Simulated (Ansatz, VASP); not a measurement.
# One calculation of BAs, two programs

File POSCAR:

```
BAs
1.0
    0.0000000000      2.3885000000      2.3885000000
    2.3885000000      0.0000000000      2.3885000000
    2.3885000000      2.3885000000      0.0000000000
As B
1 1
Direct
    0.7500000000      0.7500000000      0.7500000000
    0.0000000000      0.0000000000      0.0000000000
```

File INCAR.step1:

```
  PREC = Accurate
  ENCUT = 520
  EDIFF = 1E-5
  ISMEAR = -1
  SIGMA = 0.05
  LREAL = F
  LASPH = T
  NELM = 100
  ALGO = Normal
  ISIF = 2
  LWAVE = T
  GGA = PE
  NBANDS = 11
```

File INCAR.step2:

```
  PREC = Accurate
  ENCUT = 520
  EDIFF = 1E-7
  ISMEAR = -1
  SIGMA = 0.05
  LREAL = F
  LASPH = T
  NELM = 100
  ALGO = Normal
  ISIF = 2
  LWAVE = F
  LCHARG = T
  GGA = PE
  LHFCALC = T
  AEXX = 0.25
  PRECFOCK = Normal
  LELF = T
  LVHAR = T
  ISTART = 1
  NBANDS = 11
```

Contents of KPOINTS:

```
Automatic mesh
0
Gamma
  5 5 5
```

Contents of input.yaml:

```yaml
crystal:
  lattice:
    - [0.0, 2.3885, 2.3885]
    - [2.3885, 0.0, 2.3885]
    - [2.3885, 2.3885, 0.0]
  atoms:
    - { symbol: As, position: [0.75, 0.75, 0.75] }
    - { symbol: B, position: [0.0, 0.0, 0.0] }
hamiltonian:
  xc: pbe0
  pseudopotentials: { kind: paw }
kpoints:
  mp_grid: { grid: [5, 5, 5] }
scf:
  occupations: { method: fermi_dirac, width: 0.05 }
output:
  forces: true
  stress: true
  eigenvalues: true
```

Alike in both runs: task single point; functional PBE0; k mesh 5 × 5 × 5; occupations fermi-dirac, width 0.05 eV; no spin polarisation.

|  | VASP | Ansatz |
| --- | --- | --- |
| version | VASP 6.6.1 | Ansatz 0.2.0 |
| potentials or method | VASP PAW PBE potentials, release 64 (As, B) | Ansatz PAW |
| plane-wave cutoff (eV) | 520 | 420 |
| valence electrons in the cell | 8 | 18 |

|  | VASP | Ansatz | Ansatz less VASP |
| --- | --- | --- | --- |
| gap on the k mesh at the Fermi level (eV) | 2.58 | 2.53 | -0.047 |
| least direct gap on the mesh (eV) | 4.85 | 4.81 | -0.041 |
| pressure (GPa) | -0.6 | -0.4 | +0.16 |

The functional is the same, so the differences come from potentials, cutoffs and numerics. VASP's potentials hold 8 valence electrons a cell and Ansatz's 18, so a difference there can come from the potentials and not from the codes.

The k mesh is coarse, so the values compare programs but aren't converged. Noted on Ansatz's run: odd divisions of the mesh miss points on the zone boundary, where band edges often lie, so the gap on the mesh can be too wide.
